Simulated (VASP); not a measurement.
Here is a VASP 6.6.1 calculation.

File INCAR:

```
PREC = Accurate ; ENCUT = 600
EDIFF = 1E-7 ; ISMEAR = -1
SIGMA = 0.05 ; LREAL = F
LASPH = T ; NELM = 100
ALGO = Normal ; ISIF = 3
LWAVE = F ; LCHARG = F
GGA = PS ; IVDW = 13
IBRION = 2 ; NSW = 60
EDIFFG = -0.01
```

File KPOINTS:

```
Automatic mesh
0
Gamma
  12 12 7
```

File POSCAR:

```
Cu
1.0
    2.5340966698      0.0000000000      0.0000000000
   -1.2670483349      2.1945920917      0.0000000000
    0.0000000000      0.0000000000      4.1125710000
Cu
2
Direct
    0.6666666667      0.3333333333      0.7500000000
    0.3333333333      0.6666666667      0.2500000000
```

Potentials or basis: VASP PAW PBE potentials, release 64 (Cu).

The run is started by

```console
$ cat potpaw_PBE.64/Cu/POTCAR > POTCAR
$ mpirun -np 1 vasp_std > vasp.out
```

Problem. What does it give for the space group after relaxing (to 0.05 Å)?

Solution. P6_3/mmc (No. 194).

Problem. Predict the relaxed volume.

Solution. 11.10 Å³/atom.

Final structure:
```xyz
2
Lattice="2.5076 0.0000 0.0000 -1.2538 2.1716 0.0000 0.0000 0.0000 4.0776" Properties=species:S:1:pos:R:3 pbc="T T T"
Cu    1.2538    0.7239    3.0582
Cu    0.0000    1.4477    1.0194
```

Caveat: the PAW data sets were made with another functional, which shifts forces and pressure a little; pairwise dispersion overbinds metals, which lowers pressure and volume.
